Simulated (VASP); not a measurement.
Input of a VASP 6.6.1 run:

Contents of INCAR:

```
SYSTEM = NaH
ALGO = Normal
EDIFF = 1E-7
EDIFFG = -0.01
ENCUT = 600
GGA = PE
IBRION = 2
ISIF = 3
ISMEAR = 0
LASPH = .TRUE.
LCHARG = .FALSE.
LREAL = .FALSE.
LWAVE = .FALSE.
NELM = 100
NSW = 100
PREC = Accurate
SIGMA = 0.02
```

File KPOINTS:

```
k-points
0
G
  12 12 12
  0 0 0
```

File POSCAR:

```
NaH
1.0
    1.6778192334      0.9686893860      8.6581362438
   -1.6778192334      0.9686893860      8.6581362438
    0.0000000000     -1.9373787721      8.6581362438
Na H
3 3
Direct
    0.5000000000      0.5000000000      0.5000000000
    0.6130321690      0.6130321690      0.6130321690
    0.3869678310      0.3869678310      0.3869678310
    0.0000000000      0.0000000000      0.0000000000
    0.7767291038      0.7767291038      0.7767291038
    0.2232708962      0.2232708962      0.2232708962
```

Potentials or basis: VASP PAW PBE potentials, release 64 (Na_pv, H).

The run is started by

```bash
$ cat potpaw_PBE.64/Na_pv/POTCAR potpaw_PBE.64/H/POTCAR > POTCAR
$ mpirun -np 1 vasp_std > vasp.out
```

Problem. Predict the space group after relaxing (to 0.1 Å).

Solution. R-3m (No. 166).

Problem. What does it give for the band gap on the k mesh?

Solution. 3.46 eV (least direct gap 4.21 eV).

Forces on the atoms (eV/Å):
```
Na   0.000  0.000  0.000
Na   0.000  0.000 -0.006
Na   0.000  0.000  0.006
H    0.000  0.000  0.000
H    0.000  0.000  0.005
H    0.000  0.000 -0.005
```

A k mesh can miss the band edges.
